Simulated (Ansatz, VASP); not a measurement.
**Two plane-wave programs on Ge**

The input INCAR:

```
PREC = Accurate
ENCUT = 520
EDIFF = 1E-6
ISMEAR = 0
SIGMA = 0.1
LREAL = F
LASPH = T
NELM = 80
ALGO = Normal
ISIF = 2
LWAVE = F
LCHARG = F
LDIPOL = T
IDIPOL = 3
DIPOL = 0.5 0.5 0.500
GGA = PE
NBANDS = 21
```

The input KPOINTS:

```
regular mesh
0
Gamma
  12 12 1
```

The input POSCAR:

```
Ge
1.0
    4.2460000000      0.0000000000      0.0000000000
   -2.1230000000      3.6771438645      0.0000000000
    0.0000000000      0.0000000000     28.0000000000
Ge
2
Direct
    0.3333333333      0.6666666667      0.5129821429
    0.6666666667      0.3333333333      0.4870178571
```

Input for Ansatz:

```yaml
crystal:
  lattice:
    - [4.246, 0.0, 0.0]
    - [-2.123, 3.6771438645, 0.0]
    - [0.0, 0.0, 28.0]
  atoms:
    - { symbol: Ge, position: [0.3333333333, 0.6666666667, 0.5129821429] }
    - { symbol: Ge, position: [0.6666666667, 0.3333333333, 0.4870178571] }
  periodic: [true, true, false]
basis:
  ecutwfc: 420
kpoints:
  mp_grid: { grid: [12, 12, 1] }
hamiltonian:
  xc: pbe
  pseudopotentials: { kind: paw, azcp: { folder: soft_1 } }
scf:
  occupations: { method: gaussian, width: 0.1 }
output:
  forces: true
  stress: true
  eigenvalues: true
```

Alike in both runs: task single point; functional PBE; k mesh 12 × 12 × 1; occupations gaussian, width 0.1 eV; no spin polarisation.

```csv
,VASP,Ansatz
version,VASP 6.6.1,Ansatz 0.2.0
potentials or method,"VASP PAW PBE potentials, release 64 (Ge_d), cutoff 520 eV","scalar-relativistic, plane waves, PAW"
valence electrons in the cell,28,28
```

VASP gave:

* gap on the k mesh at the Fermi level (eV): none
* rms of the force components (eV/Å): 0.222

Question: Estimate Ansatz's values.

Answer: gap on the k mesh at the Fermi level (eV): none; rms of the force components (eV/Å): 0.224.

Atom by atom the forces differ by 0.002 eV/Å (rms over components). A gap of «none» marks a metal or a gap that the smearing closes.
